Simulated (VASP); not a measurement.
Write the native input for VASP 6.6.1 that does the following.

- Task: single point
- Functional: PBE
- Potentials or basis: VASP PAW PBE potentials, release 64 (Lu)
- Cutoff: 520 eV
- k mesh: 13 × 13 × 12
- Occupations: fermi-dirac, width 0.08 eV
- Spin: no spin polarisation
- Dipole correction: no
- Further INCAR settings: ALGO = Normal; EDIFF = 1e-07; NBANDS = 18

The structure of Lu lies in POSCAR:

```
Lu
1.0
    2.8984632334      0.0000000000      0.0000000000
   -1.4492316167      2.5101427920      0.0000000000
    0.0000000000      0.0000000000      2.7703813732
Lu
1
Direct
    0.0000000000      0.0000000000      0.0000000000
```

This isn't the form of Lu at room conditions, which is hcp.

These files were run (other wordings do the same):

INCAR

```
  PREC = Accurate
  ENCUT = 520
  EDIFF = 1E-7
  ISMEAR = -1
  SIGMA = 0.08
  LREAL = False
  LASPH = True
  NELM = 100
  ALGO = Normal
  ISIF = 2
  LWAVE = False
  LCHARG = False
  GGA = PE
  NBANDS = 18
```

KPOINTS

```
Automatic mesh
0
Gamma
  13 13 12
```

Potentials or basis: VASP PAW PBE potentials, release 64 (Lu).

The run is started by

```sh
$ cat potpaw_PBE.64/Lu/POTCAR > POTCAR
$ mpirun -np 1 vasp_std > vasp.out
```

It gave:

| Property | Result |
| --- | --- |
| Pressure | 31.6 GPa |
| Band gap on the k mesh | zero (an odd number of electrons rules out a gap without spin polarisation) |

Caveat: the cell stands under pressure; spin-orbit coupling is left out, which moves the levels of the heavy elements.

Run time: 92 s on 1 thread of Intel Xeon 8259CL, with other jobs on the host, peak memory 0.19 GiB.
